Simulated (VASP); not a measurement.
Runs of VASP 6.6.1 on CdS (Greenockite). The structure is that of space group P6_3mc (No. 186), or close to it. The cells are those of the table. 

```tsv
cell	gap on the mesh (eV)	pressure (GPa)
a = 4.122, b = 4.122, c = 6.697 Å, angles 90.0, 90.0, 120.0°, 4 atoms	1.70	2.3
a = 3.922, b = 3.922, c = 6.433 Å, angles 90.0, 90.0, 120.0°, 4 atoms	(a)	15.6
a = 4.033, b = 4.033, c = 6.564 Å, angles 90.0, 90.0, 120.0°, 4 atoms	1.85	7.5
a = 4.164, b = 4.164, c = 6.766 Å, angles 90.0, 90.0, 120.0°, 4 atoms	1.63	0.3
a = 4.214, b = 4.214, c = 6.846 Å, angles 90.0, 90.0, 120.0°, 4 atoms	(c)	-1.7
a = 3.990, b = 3.990, c = 6.504 Å, angles 90.0, 90.0, 120.0°, 4 atoms	1.92	10.5
a = 4.084, b = 4.084, c = 6.637 Å, angles 90.0, 90.0, 120.0°, 4 atoms	(b)	(d)
```

Alike in all rows: task single point; level r2SCAN; potentials or basis VASP PAW PBE potentials, release 64 (Cd, S); no spin polarisation; k mesh 6 × 6 × 4; cutoff (eV) 520; smearing gaussian 0.01 eV.

Task: Fill in the values left out.

Result: (a) 2.01; (b) 1.77; (c) 1.54; (d) 4.4.

Caveats: the PAW data sets were made with another functional, which shifts forces and pressure a little.

A k mesh can miss the band edges, and the runs leave out spin-orbit coupling on Cd.
